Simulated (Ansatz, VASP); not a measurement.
## LaB6: VASP beside Ansatz

```
La B
1.0
     4.15532    0.00000    0.00000
     0.00000    4.15532    0.00000
     0.00000    0.00000    4.15532
La B
1 6
Cartesian
  0.0000 0.0000 0.0000
  0.8290 2.0777 2.0777
  2.0777 0.8290 2.0777
  3.3263 2.0777 2.0777
  2.0777 3.3263 2.0777
  2.0777 2.0777 0.8290
  2.0777 2.0777 3.3263
```

Alike in both runs: functional PBE; k mesh 4 × 4 × 4; occupations fermi-dirac, width 0.0321 eV; no spin polarisation.

Ansatz relaxed the structure, and its values are those at the end. VASP's run is a single point on that final structure, the one shown.

|  | VASP | Ansatz |
| --- | --- | --- |
| version | VASP 6.6.1 | Ansatz 0.2.0 |
| potentials or method | VASP PAW PBE potentials, release 64 (La, B), cutoff 520 eV | PAW plane waves |
| valence electrons in the cell | 29 | 29 |

Ansatz gave:

```
gap on the k mesh at the Fermi level (eV) : none
pressure (GPa)                            : 0.0
rms of the force components (eV/Å)        : 0.001
```

What did VASP give for the same quantities?

gap on the k mesh at the Fermi level (eV): none; pressure (GPa): -0.1; rms of the force components (eV/Å): 0.008.

A gap of «none» marks a metal or a gap that the smearing closes. The functional is the same, so the differences come from potentials, cutoffs and numerics.

The k mesh is coarse, so the values compare programs but aren't converged. Neither program's run includes spin-orbit coupling.
